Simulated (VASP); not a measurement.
Crystal: Bi2TeO4.

```
CELL_PARAMETERS angstrom
-3.43727 3.43727 2.80177
3.43727 -3.43727 2.80177
3.43727 3.43727 -2.80177
ATOMIC_POSITIONS crystal
Bi 0.91784 0.41784 0.50000
Bi 0.41784 0.91784 0.50000
Te 0.68944 0.68944 0.00000
O 0.48994 0.48994 0.47897
O 0.01098 0.01098 0.52103
O 0.48994 0.01098 0.00000
O 0.01098 0.48994 0.00000
```

The cell was generated, and may not be a known phase.

- Program: VASP 6.6.1
- Task: relaxation of cell and atoms
- Functional: PBE
- Potentials or basis: VASP PAW PBE potentials, release 64 (Bi_d, Te, O)
- Cutoff: 600 eV
- k mesh: 3 × 3 × 3
- Occupations: gaussian, width 0.15 eV
- Spin: no spin polarisation

At the start: pressure -9.0 GPa; volume 18.92 Å³/atom.

Task: Where does the relaxation end?

Result: Over 10 steps the energy falls by 690.5 meV/atom and the volume is 18.27 Å³/atom (-3.4 %); space group I4mm (No. 107, to 0.1 Å) before and after.

The path:
| step | energy change (eV) | largest force (eV/Å) | pressure (GPa) | volume (Å³) |
| --- | --- | --- | --- | --- |
| 1 | 0.0000 | 1.7203 | -8.96 | 132.41 |
| 2 | -4.2174 | 0.5875 | 11.92 | 110.48 |
| 3 | -4.2899 | 0.6489 | 8.16 | 112.43 |
| 4 | -4.6943 | 0.6064 | -1.43 | 124.14 |
| 5 | -4.6946 | 0.6329 | -1.72 | 124.61 |
| 6 | -4.7759 | 0.4547 | 0.45 | 124.44 |
| 7 | -4.7783 | 0.4104 | 0.93 | 124.39 |
| 8 | -4.8217 | 0.2410 | 0.30 | 126.26 |
| 9 | -4.8336 | 0.0920 | -0.11 | 127.76 |
| 10 | -4.8336 | 0.0790 | -0.11 | 127.88 |

Final structure:
```yaml
crystal:
  lattice:
    - [-3.00691, 3.00691, 3.53591]
    - [3.00691, -3.00691, 3.53591]
    - [3.00691, 3.00691, -3.53591]
  atoms:
    - { symbol: Bi, position: [0.89787, 0.39787, 0.50000] }
    - { symbol: Bi, position: [0.39787, 0.89787, 0.50000] }
    - { symbol: Te, position: [0.71113, 0.71113, 0.00000] }
    - { symbol: O, position: [0.50033, 0.50033, 0.49062] }
    - { symbol: O, position: [0.00971, 0.00971, 0.50938] }
    - { symbol: O, position: [0.50033, 0.00971, 0.00000] }
    - { symbol: O, position: [0.00971, 0.50033, 0.00000] }
```

Caveat: the k points lie up to 0.46 Å⁻¹ apart in the final cell; the relaxation stopped at a loose force limit of 0.08 eV/Å, so its end isn't a converged minimum.
